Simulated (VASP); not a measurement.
# CdF2 (Fm-3m) in VASP: further runs

Runs on CdF2. Level: r2SCAN. Tasks: single point.

Everything below comes from runs of VASP 6.6.1. Logs are shortened: lines on timing, memory, paths and dates and some standing lists are left out, and cuts for length are marked.

### Step 1. The cell of the first run

It takes space group Fm-3m (No. 225, cubic). Conventional cell: a = 5.257 Å, b = 5.257 Å, c = 5.257 Å, α = 90.00°, β = 90.00°, γ = 90.00°. Cd (site symmetry m-3m) has 8 F at 2.28 Å within 3.0 Å. F (site symmetry -43m) has 4 Cd at 2.28 Å and 6 F at 2.63 Å within 3.0 Å.

### Step 2. Single point, r2SCAN

Input file POSCAR:

```
CdF2
1.0
    0.0000000000      2.6285118209      2.6285118209
    2.6285118209      0.0000000000      2.6285118209
    2.6285118209      2.6285118209      0.0000000000
Cd F
1 2
Direct
    0.0000000000      0.0000000000      0.0000000000
    0.2500000000      0.2500000000      0.2500000000
    0.7500000000      0.7500000000      0.7500000000
```

Input file INCAR.step1:

```
  ALGO = Normal
  EDIFF = 1E-5
  ENCUT = 770
  GGA = PE
  GGA_COMPAT = F
  ISMEAR = 0
  LASPH = T
  LCHARG = F
  LREAL = F
  LWAVE = T
  NBANDS = 24
  NELM = 120
  PREC = Accurate
  SIGMA = 0.01
```

Input file INCAR.step2:

```
  ALGO = Normal
  EDIFF = 1E-6
  ENCUT = 770
  GGA_COMPAT = F
  ISIF = 2
  ISMEAR = 0
  ISTART = 1
  LASPH = T
  LCHARG = T
  LELF = T
  LMIXTAU = T
  LREAL = F
  LVHAR = T
  LWAVE = F
  METAGGA = R2SCAN
  NBANDS = 24
  NELM = 120
  PREC = Accurate
  SIGMA = 0.01
```

Input file KPOINTS:

```
k-points
0
Gamma
  4 4 4
```

Potentials or basis: VASP PAW PBE potentials, release 64 (Cd_sv_GW, F).

On the command line:

```console
cat potpaw_PBE.64/Cd_sv_GW/POTCAR potpaw_PBE.64/F/POTCAR > POTCAR
cp INCAR.step1 INCAR
mpirun -np 1 vasp_std > vasp.out
cp INCAR.step2 INCAR
mpirun -np 1 vasp_std > vasp.out
```

OUTCAR:

```text
EDIFF = 1E-6
   ENCUT = 770
   ISIF = 2
   ISMEAR = 0
   ISTART = 1
   LASPH = T
   LREAL = F
   METAGGA = R2SCAN
   NELM = 120
   PREC = Accurate

 ion  position               nearest neighbor table
   1  0.000  0.000  0.000-   3 2.28   3 2.28   3 2.28   2 2.28   3 2.28   2 2.28   2 2.28   2 2.28

   2  0.250  0.250  0.250-   1 2.28   1 2.28   1 2.28   1 2.28
   3  0.750  0.750  0.750-   1 2.28   1 2.28   1 2.28   1 2.28

  LATTYP: Found a face centered cubic cell.
 ALAT       =     5.2570236418

  Lattice vectors:

 A1 = (   0.0000000000,   2.6285118209,   2.6285118209)
 A2 = (   2.6285118209,   0.0000000000,   2.6285118209)
 A3 = (   2.6285118209,   2.6285118209,   0.0000000000)

Analysis of symmetry for initial positions (statically):
=====================================================================
 Subroutine PRICEL returns:
 Original cell was already a primitive cell.

 Routine SETGRP: Setting up the symmetry group for a
 face centered cubic supercell.

 Subroutine GETGRP returns: Found 48 space group operations
 (whereof 48 operations were pure point group operations)
 out of a pool of 48 trial point group operations.

The static configuration has the point symmetry O_h .

Analysis of symmetry for dynamics (positions and initial velocities):
=====================================================================
 Subroutine PRICEL returns:
 Original cell was already a primitive cell.

 Routine SETGRP: Setting up the symmetry group for a
 face centered cubic supercell.

 Subroutine GETGRP returns: Found 48 space group operations
 (whereof 48 operations were pure point group operations)
 out of a pool of 48 trial point group operations.

The dynamic configuration has the point symmetry O_h .

 Subroutine INISYM returns: Found 48 space group operations
 (whereof 48 operations are pure point group operations),
 and found     1 'primitive' translations

----------------------------------------------------------------------------------------

                                     Primitive cell

  volume of cell :      36.3212

  direct lattice vectors                    reciprocal lattice vectors
     0.000000000  2.628511821  2.628511821    -0.190221705  0.190221705  0.190221705
     2.628511821  0.000000000  2.628511821     0.190221705 -0.190221705  0.190221705
     2.628511821  2.628511821  0.000000000     0.190221705  0.190221705 -0.190221705

  length of vectors
     3.717277066  3.717277066  3.717277066     0.329473658  0.329473658  0.329473658

  position of ions in fractional coordinates (direct lattice)
     0.000000000  0.000000000  0.000000000
     0.250000000  0.250000000  0.250000000
     0.750000000  0.750000000  0.750000000

  ion indices of the primitive-cell ions
   primitive index   ion index
                 1           1
                 2           2
                 3           3

----------------------------------------------------------------------------------------

 KPOINTS: k-points

Automatic generation of k-mesh.
 Grid dimensions read from file:
 generate k-points for:    4    4    4

 Generating k-lattice:

  Cartesian coordinates                     Fractional coordinates (reciprocal lattice)
    -0.047555426  0.047555426  0.047555426     0.250000000  0.000000000  0.000000000
     0.047555426 -0.047555426  0.047555426     0.000000000  0.250000000  0.000000000
     0.047555426  0.047555426 -0.047555426     0.000000000  0.000000000  0.250000000

  Length of vectors
     0.082368414  0.082368414  0.082368414

  Shift w.r.t. Gamma in fractional coordinates (k-lattice)
     0.000000000  0.000000000  0.000000000

 Subroutine IBZKPT returns following result:
 ===========================================

 Found      8 irreducible k-points:

 Following reciprocal coordinates:
            Coordinates               Weight
  0.000000  0.000000  0.000000      1.000000
  0.250000  0.000000  0.000000      8.000000
  0.500000  0.000000  0.000000      4.000000
  0.250000  0.250000  0.000000      6.000000
  0.500000  0.250000  0.000000     24.000000
 -0.250000  0.250000  0.000000     12.000000
  0.500000  0.500000  0.000000      3.000000
 -0.250000  0.500000  0.250000      6.000000
   k-points           NKPTS =      8   k-points in BZ     NKDIM =      8   number of bands    NBANDS=     24
   number of dos      NEDOS =    301   number of ions     NIONS =      3
   total plane-waves  NPLWV =  46656
   dimension x,y,z NGX =    36 NGY =   36 NGZ =   36
   dimension x,y,z NGXF=    72 NGYF=   72 NGZF=   72
   ions per type =               1   2
   NGX,Y,Z   is equivalent  to a cutoff of  16.10, 16.10, 16.10 a.u.
   NGXF,Y,Z  is equivalent  to a cutoff of  32.20, 32.20, 32.20 a.u.
 SYSTEM =  unknown system
   PREC   = accura    normal or accurate (medium, high low for compatibility)
   ISTART =      1    job   : 0-new  1-cont  2-samecut
   ICHARG =      0    charge: 1-file 2-atom 10-const
   ISPIN  =      1    spin polarized calculation?
   LNONCOLLINEAR =      F non collinear calculations
   LSORBIT =      F    spin-orbit coupling
   LASPH  =      T    aspherical Exc in radial PAW
   ENCUT  =  770.0 eV  56.59 Ry    7.52 a.u.   8.41  8.41  8.41*2*pi/ulx,y,z
   NELM   =    120;   NELMIN=  2; NELMDL=  0     # of ELM steps
   EDIFF  = 0.1E-05   stopping-criterion for ELM
   LREAL  =      F    real-space projection
   EDIFFG = 0.1E-04   stopping-criterion for IOM
   NSW    =      0    number of steps for IOM
   IBRION =     -1    ionic relax: 0-MD 1-quasi-New 2-CG
   NFREE  =      0    steps in history (QN), initial steepest desc. (CG)
   ISIF   =      2    stress and relaxation
   ISYM   =      2    0-nonsym 1-usesym 2-fastsym
   POTIM  = 0.5000    time-step for ionic-motion
   TEBEG  =    0.0;   TEEND  =   0.0 temperature during run
   PSTRESS=    0.0 pullay stress
   NELECT =      34.0000    total number of electrons
   NUPDOWN=      -1.0000    fix difference up-down
   EMIN   =  10.00;   EMAX   =-10.00  energy-range for DOS
   EFERMI =   0.00;   METHOD = LEGACY
   ISMEAR =     0;   SIGMA  =   0.01  broadening in eV -4-tet -1-fermi 0-gaus
   EFERMI_NEDOS =   21; number of points for ismear=-14 and -15
   IALGO  =     38    algorithm
   IMIX   =      4    mixing-type and parameters
     AMIX     =   0.40;   BMIX     =  1.00
     AMIX_MAG =   1.60;   BMIX_MAG =  1.00
  volume/ion in A,a.u.               =      12.11        81.70
  Fermi-wavevector in a.u.,A,eV,Ry     =   1.601454  3.026310 34.894259  2.564656
  Thomas-Fermi vector in A             =   2.698430
   LORBIT       =      0    0 simple, 1 ext, 2 COOP (PROOUT), +10 PAW based schemes
   METAGGA = R2SCAN    functional components
   LHFCALC =     F    Hartree Fock is set to
   AEXX    =    0.0000 exact exchange contribution
   IVDW    =     0    specifies the selected vdW correction
   LEPSILON=     F    determine dielectric tensor
   LRPA    =     F    only Hartree local field effects (RPA)
 non-spin polarized calculation
 Gauss-broadening in eV      SIGMA  =   0.01
  energy-cutoff  :      770.00
  volume of cell :       36.32
 maximum number of plane-waves:      1807
 NGX is ok and might be reduce to    36
   NGX = 17   NGY = 17   NGZ = 17

 number of electron      34.0000000 magnetization

 Free energy of the ion-electron system (eV)
  ---------------------------------------------------
  ext. energy  EPLUGINS =         0.00000000
  ---------------------------------------------------
  free energy    TOTEN  =       -33.76370748 eV

  energy without entropy =      -33.76370748  energy(sigma->0) =      -33.76370748

 E-fermi :   0.9582     XC(G=0): -11.6553

 val. band max:        0.8074862036   @ k =  -0.2500   0.5000   0.2500
 cond. band min:       4.8695176136   @ k =   0.0000   0.0000   0.0000
 fundamental gap:      4.0620314100
 Fermi energy:         0.9582448042

 k-point     1 :       0.0000    0.0000    0.0000
  band No.  band energies     occupation
      1    -100.0331      2.00000
      2     -60.2405      2.00000
      3     -60.2405      2.00000
      4     -60.2405      2.00000
      5     -21.5618      2.00000
      6     -20.2892      2.00000
[... 16 lines left out ...]
     23      22.2807      0.00000
     24      22.2807      0.00000

 k-point     2 :       0.2500    0.0000    0.0000
  band No.  band energies     occupation
      1    -100.0330      2.00000
      2     -60.2423      2.00000
      3     -60.2407      2.00000
      4     -60.2407      2.00000
      5     -21.3497      2.00000
      6     -20.4808      2.00000
[... 16 lines left out ...]
     23      21.1450      0.00000
     24      21.9179      0.00000

 k-point     3 :       0.5000    0.0000    0.0000
  band No.  band energies     occupation
      1    -100.0329      2.00000
      2     -60.2442      2.00000
      3     -60.2411      2.00000
      4     -60.2411      2.00000
      5     -20.9467      2.00000
      6     -20.8556      2.00000
[... 16 lines left out ...]
     23      20.3546      0.00000
     24      20.9415      0.00000

 k-point     4 :       0.2500    0.2500    0.0000
  band No.  band energies     occupation
      1    -100.0330      2.00000
      2     -60.2423      2.00000
      3     -60.2411      2.00000
      4     -60.2411      2.00000
      5     -21.3005      2.00000
      6     -20.5129      2.00000
[... 16 lines left out ...]
     23      22.6314      0.00000
     24      24.1999      0.00000

 k-point     5 :       0.5000    0.2500    0.0000
  band No.  band energies     occupation
      1    -100.0329      2.00000
      2     -60.2436      2.00000
      3     -60.2420      2.00000
      4     -60.2414      2.00000
      5     -21.0099      2.00000
      6     -20.7628      2.00000
[... 16 lines left out ...]
     23      22.1534      0.00000
     24      23.7975      0.00000

 k-point     6 :      -0.2500    0.2500    0.0000
  band No.  band energies     occupation
      1    -100.0329      2.00000
      2     -60.2431      2.00000
      3     -60.2421      2.00000
      4     -60.2410      2.00000
      5     -21.0937      2.00000
      6     -20.6987      2.00000
[... 16 lines left out ...]
     23      20.2588      0.00000
     24      24.6732      0.00000

 k-point     7 :       0.5000    0.5000    0.0000
  band No.  band energies     occupation
      1    -100.0329      2.00000
      2     -60.2443      2.00000
      3     -60.2418      2.00000
      4     -60.2418      2.00000
      5     -21.0211      2.00000
      6     -20.7234      2.00000
[... 16 lines left out ...]
     23      22.1405      0.00000
     24      23.1570      0.00000

 k-point     8 :      -0.2500    0.5000    0.2500
  band No.  band energies     occupation
      1    -100.0329      2.00000
      2     -60.2430      2.00000
      3     -60.2430      2.00000
      4     -60.2419      2.00000
      5     -20.8754      2.00000
      6     -20.8754      2.00000
[... 16 lines left out ...]
     23      21.4096      0.00000
     24      23.5357      0.00000

------------------------ aborting loop because EDIFF is reached ----------------------------------------

  FORCE on cell =-STRESS in cart. coord.  units (eV):
  Direction    XX          YY          ZZ          XY          YZ          ZX
  --------------------------------------------------------------------------------------
  -------------------------------------------------------------------------------------
  Total        2.1645520      2.1645520      2.1645520      0.0000000      0.0000000      0.0000000
  in kB       95.4814083     95.4814083     95.4814083      0.0000000      0.0000000      0.0000000
  external PRESSURE =      95.4814083 kB  Pullay stress =       0.0000000 kB

 VOLUME and BASIS-vectors are now :
 -----------------------------------------------------------------------------
  energy-cutoff  :      770.00
  volume of cell :       36.32
      direct lattice vectors                 reciprocal lattice vectors
     0.000000000  2.628511821  2.628511821    -0.190221705  0.190221705  0.190221705
     2.628511821  0.000000000  2.628511821     0.190221705 -0.190221705  0.190221705
     2.628511821  2.628511821  0.000000000     0.190221705  0.190221705 -0.190221705

 POSITION                                       TOTAL-FORCE (eV/Angst)
 -----------------------------------------------------------------------------------
      0.00000      0.00000      0.00000         0.000000     -0.000000      0.000000
      1.31426      1.31426      1.31426        -0.000000      0.000000     -0.000000
      3.94277      3.94277      3.94277         0.000000     -0.000000      0.000000
 -----------------------------------------------------------------------------------
    total drift:                               -0.000000      0.000000      0.000000

  FREE ENERGIE OF THE ION-ELECTRON SYSTEM (eV)
  ---------------------------------------------------
  free  energy   TOTEN  =       -33.7637074784 eV

  energy  without entropy=      -33.7637074784  energy(sigma->0) =      -33.76370748
```

Wall time 1.7 min (1 thread of Intel Xeon Platinum 8375C at 2.90GHz (Ice Lake), shared host); peak memory 0.23 GiB.

Results:

- Free energy: -33.7637 eV
- Pressure: 9.5 GPa
- Band gap on the k mesh: 4.06 eV (least direct gap 4.47 eV)

Caveat: the k points lie up to 0.52 Å⁻¹ apart; the PAW data sets were made with another functional, which shifts forces and pressure a little.

(Continued in part 2 of 3.)
